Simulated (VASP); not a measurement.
Crystal: Cu.

```xyz
1
Lattice="-1.4346 1.4346 1.4346 1.4346 -1.4346 1.4346 1.4346 1.4346 -1.4346" Properties=species:S:1:pos:R:3 pbc="T T T"
Cu    0.0000    0.0000    0.0000
```

```yaml
Program: VASP 6.6.1
Task: relaxation of cell and atoms
Functional: LDA
Potentials_or_basis: VASP PAW LDA potentials, release 64 (Cu)
Cutoff: 600 eV
k_mesh: 15 × 15 × 15
Occupations: fermi-dirac, width 0.1 eV
Spin: no spin polarisation
```

At the start: pressure -11.0 GPa; volume 11.81 Å³/atom.

How do energy, volume and symmetry change on relaxing?

Over 3 steps the energy falls by 30.9 meV/atom and the volume is 10.98 Å³/atom (-7.0 %); space group Im-3m (No. 229, to 0.05 Å).

The path:
| step | energy change (eV) | largest force (eV/Å) | pressure (GPa) | volume (Å³) |
| --- | --- | --- | --- | --- |
| 1 | 0.0000 | 0.0000 | -11.04 | 11.81 |
| 2 | -0.0165 | 0.0000 | 9.60 | 10.47 |
| 3 | -0.0309 | 0.0000 | -0.07 | 10.98 |

Final structure:
```
CELL_PARAMETERS angstrom
-1.40020 1.40020 1.40020
1.40020 -1.40020 1.40020
1.40020 1.40020 -1.40020
ATOMIC_POSITIONS crystal
Cu 0.00000 0.00000 0.00000
```
